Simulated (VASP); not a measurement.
## Mg: relaxation of shape and atoms at fixed volume with PBE

The system is Mg.

```xyz
2
Lattice="3.1098 0.0000 0.0000 -1.5549 2.6932 0.0000 0.0000 0.0000 5.0418" Properties=species:S:1:pos:R:3 pbc="T T T"
Mg    0.0000    1.7954    1.2604
Mg    1.5549    0.8977    3.7813
```

This cell differs from its parent crystal: volume scaled by 0.920.

```json
{
 "Program": "VASP 6.6.1",
 "Task": "relaxation of shape and atoms at fixed volume",
 "Functional": "PBE",
 "Potentials or basis": "VASP PAW PBE potentials, release 64 (Mg)",
 "Cutoff": "600 eV",
 "k mesh": "16 × 16 × 10",
 "Occupations": "gaussian, width 0.05 eV",
 "Spin": "no spin polarisation",
 "Dipole correction": "no",
 "Further INCAR settings": "ALGO = Fast; EDIFF = 1e-06; IBRION = 2; EDIFFG = -0.01; NSW = 60; ISIF = 4"
}
```

```yaml
Pressure_after_relaxing: 3.5 GPa
Band_gap_on_the_k_mesh: zero (band 2 reaches 4.10 eV, above the bottom of band 3 at 1.86 eV)
```

Final structure:
```cif
data_structure
_symmetry_space_group_name_H-M 'P 1'
_symmetry_Int_Tables_number 1
_cell_length_a 3.1098
_cell_length_b 3.1098
_cell_length_c 5.0418
_cell_angle_alpha 90.000
_cell_angle_beta 90.000
_cell_angle_gamma 120.000
_cell_volume 42.23
loop_
_atom_site_label
_atom_site_type_symbol
_atom_site_fract_x
_atom_site_fract_y
_atom_site_fract_z
_atom_site_occupancy
Mg1 Mg 0.33333 0.66667 0.25000 1
Mg2 Mg 0.66667 0.33333 0.75000 1
```

Levels at points of the mesh, in eV from the Fermi level:
```csv
k point,band 1,band 2,band 3,band 4,band 5,band 6
"(0.00, 0.00, 0.00)",-7.32,-1.83,-1.24,11.40,11.47,11.69
"(0.50, 0.00, 0.00)",-2.31,-2.23,2.78,3.04,3.52,3.90
"(0.00, 0.00, 0.50)",-5.84,-5.84,5.30,5.30,12.16,12.16
"(0.50, 0.00, 0.50)",-1.21,-1.21,-0.44,-0.44,8.30,8.35
```

Wall time 78 s on 1 thread of AMD EPYC 7R13, on a shared host, peak memory 0.19 GiB.

Caveat: the relaxation stopped at its first step, so nothing moved.
